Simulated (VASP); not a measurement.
Write the native input for VASP 6.6.1 that does the following.

```
Task                   : single point
Functional             : PBE
Potentials or basis    : VASP PAW PBE potentials, release 64 (Ge_d, Br)
Cutoff                 : 520 eV
k mesh                 : 6 × 6 × 2
Occupations            : gaussian, width 0.1 eV
Spin                   : no spin polarisation
Dipole correction      : no
Further INCAR settings : ALGO = Normal; EDIFF = 1e-06; NBANDS = 29
```

The structure of GeBr lies in POSCAR:

```
GeBr
1.0
    4.8516221300      0.0000000000      0.0000000000
   -2.4258110600      4.2016280100      0.0000000000
    0.0000000000      0.0000000000      7.9934823000
Ge Br
2 2
Direct
    0.0000000000      0.0000000000      0.0000000000
    0.0000000000      0.0000000000      0.5000000000
    0.3333333300      0.6666666700      0.7500000000
    0.6666666700      0.3333333300      0.2500000000
```

One way to write it, as run:

INCAR

```
  PREC = Accurate
  ENCUT = 520
  EDIFF = 1E-6
  ISMEAR = 0
  SIGMA = 0.1
  LREAL = False
  LASPH = True
  NELM = 100
  ALGO = Normal
  ISIF = 2
  LWAVE = False
  LCHARG = True
  GGA = PE
  LELF = True
  LVHAR = True
  NBANDS = 29
```

KPOINTS

```
Automatic mesh
0
Gamma
  6 6 2
```

Potentials or basis: VASP PAW PBE potentials, release 64 (Ge_d, Br).

The run is started by

```bash
$ cat potpaw_PBE.64/Ge_d/POTCAR potpaw_PBE.64/Br/POTCAR > POTCAR
$ mpirun -np 1 vasp_std > vasp.out
```

It gave:

```
Pressure               : -5.3 GPa
Band gap on the k mesh : zero (bands 21 and 22 overlap by 0.84 eV)
```

Caveat: the k points lie up to 0.39 Å⁻¹ apart, too coarse for converged energies and pressures of a metal.

Wall time 48 s on 1 thread of Intel(R) Xeon(R) Platinum 8259CL CPU @ 2.50GHz (Skylake/Cascade Lake) (shared host), peak memory 0.28 GiB.
